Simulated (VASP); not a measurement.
Crystal: Te2As.

```
Te As
1.0
     5.34491    0.00000    0.00000
    -2.67246    4.62883    0.00000
     0.00000    0.00000    3.14795
Te As
2 1
Direct
  0.33333 0.66667 0.50000
  0.66667 0.33333 0.50000
  0.00000 0.00000 0.00000
```

```yaml
Program: VASP 6.6.1
Task: relaxation of cell and atoms
Functional: PBE
Potentials_or_basis: VASP PAW PBE potentials, release 64 (Te, As)
Cutoff: 600 eV
k_mesh: 12 × 12 × 14
Occupations: gaussian, width 0.1 eV
Spin: no spin polarisation
```

At the start: pressure 0.2 GPa; volume 25.96 Å³/atom.

Question: How do energy, volume and symmetry change on relaxing?

Answer: Over 6 steps the energy falls by 5.8 meV/atom and the volume is 26.09 Å³/atom (+0.5 %); space group P6/mmm (No. 191, to 0.05 Å).

Step by step:
```tsv
step	energy change (eV)	largest force (eV/Å)	pressure (GPa)	volume (Å³)
1	0.0000	0.0000	0.24	77.88
2	-0.0155	0.0000	-0.06	78.31
3	-0.0172	0.0000	-0.14	78.45
4	-0.0173	0.0000	-0.16	78.49
5	-0.0174	0.0000	0.06	78.18
6	-0.0174	0.0000	0.01	78.28
```

Final structure:
```yaml
crystal:
  lattice:
    - [5.41223, 0.00000, 0.00000]
    - [-2.70612, 4.68713, 0.00000]
    - [0.00000, 0.00000, 3.08573]
  atoms:
    - { symbol: Te, position: [0.33333, 0.66667, 0.50000] }
    - { symbol: Te, position: [0.66667, 0.33333, 0.50000] }
    - { symbol: As, position: [0.00000, 0.00000, 0.00000] }
```
